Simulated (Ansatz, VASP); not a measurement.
Ni in VASP and in Ansatz

The input INCAR:

```
PREC = Accurate
ENCUT = 600
EDIFF = 1E-6
ISMEAR = 0
SIGMA = 0.1
LREAL = False
LASPH = True
NELM = 200
ALGO = Normal
ISIF = 2
LWAVE = False
LCHARG = True
ISPIN = 2
MAGMOM = 2
LORBIT = 11
LMAXMIX = 4
GGA = PE
LELF = True
LVHAR = True
NBANDS = 15
GGA_COMPAT = False
```

KPOINTS

```
regular mesh
0
Gamma
  10 10 10
```

POSCAR

```
Ni
1.0
    0.0000000000      1.6883810440      1.6883810440
    1.6883810440      0.0000000000      1.6883810440
    1.6883810440      1.6883810440      0.0000000000
Ni
1
Direct
    0.0000000000      0.0000000000      0.0000000000
```

Input for Ansatz:

```yaml
crystal:
  lattice:
    - [0.0, 1.688381044, 1.688381044]
    - [1.688381044, 0.0, 1.688381044]
    - [1.688381044, 1.688381044, 0.0]
  atoms:
    - { symbol: Ni, position: [0.0, 0.0, 0.0], spin: 2.0 }
basis:
  ecutwfc: 420
kpoints:
  mp_grid: { grid: [10, 10, 10] }
hamiltonian:
  xc: pbe
scf:
  occupations: { method: gaussian, width: 0.1 }
  lower_state_search: "off"
output:
  forces: true
  stress: true
  eigenvalues: true
  populations: true
magnetization:
  spin_polarized: true
```

Alike in both runs: task single point; functional PBE; k mesh 10 × 10 × 10; occupations gaussian, width 0.1 eV; collinear spin.

```csv
,VASP,Ansatz
version,VASP 6.6.1,Ansatz 0.2.0
potentials or method,"VASP PAW PBE potentials, release 64 (Ni), cutoff 600 eV","scalar-relativistic, plane waves, PAW"
valence electrons in the cell,10,18
```

VASP gave:

| Property | Result |
| --- | --- |
| gap on the k mesh at the Fermi level (eV) | none |
| pressure (GPa) | 33.1 |
| net moment per atom (μB) | 0.67 |
| size of the moment on the site where the two differ most (μB) | 0.67 |

Q: Which values does Ansatz return?

A: gap on the k mesh at the Fermi level (eV): none; pressure (GPa): 34.0; net moment per atom (μB): 0.70; size of the moment on the site where the two differ most (μB): 0.73.

Site moments also hang on the region over which each program counts them. A gap of «none» marks a metal or a gap that the smearing closes. Both programs put the cell under a high pressure, so it lies far from rest at this level. VASP's potentials hold 10 valence electrons a cell and Ansatz's 18, so a difference there can come from the potentials and not from the codes.
